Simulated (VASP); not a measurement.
A run of VASP 6.6.1 is set up as follows.

Contents of INCAR:

```
SYSTEM = Ti
PREC = Accurate
ENCUT = 520
EDIFF = 1E-6
ISMEAR = 0
SIGMA = 0.2
LREAL = .False.
LASPH = .True.
NELM = 60
ALGO = Normal
ISIF = 2
LWAVE = .False.
LCHARG = .False.
GGA = PE
NBANDS = 19
```

KPOINTS

```
regular mesh
0
Gamma
  12 12 7
  0 0 0
```

The input POSCAR:

```
Ti
1.0
    2.9500000000      0.0000000000      0.0000000000
   -1.4750000000      2.5547749412      0.0000000000
    0.0000000000      0.0000000000      4.6800000000
Ti
2
Direct
    0.3333333333      0.6666666667      0.2500000000
    0.6666666667      0.3333333333      0.7500000000
```

Potentials or basis: VASP PAW PBE potentials, release 64 (Ti_sv).

Launch:

```console
$ cat potpaw_PBE.64/Ti_sv/POTCAR > POTCAR
$ mpirun -np 1 vasp_std > vasp.out
```

(1) Estimate the band gap on the k mesh.

(2) Estimate the pressure.

Results:

(1) zero (band 12 reaches 8.94 eV, above the bottom of band 13 at 7.88 eV).

(2) -1.7 GPa.
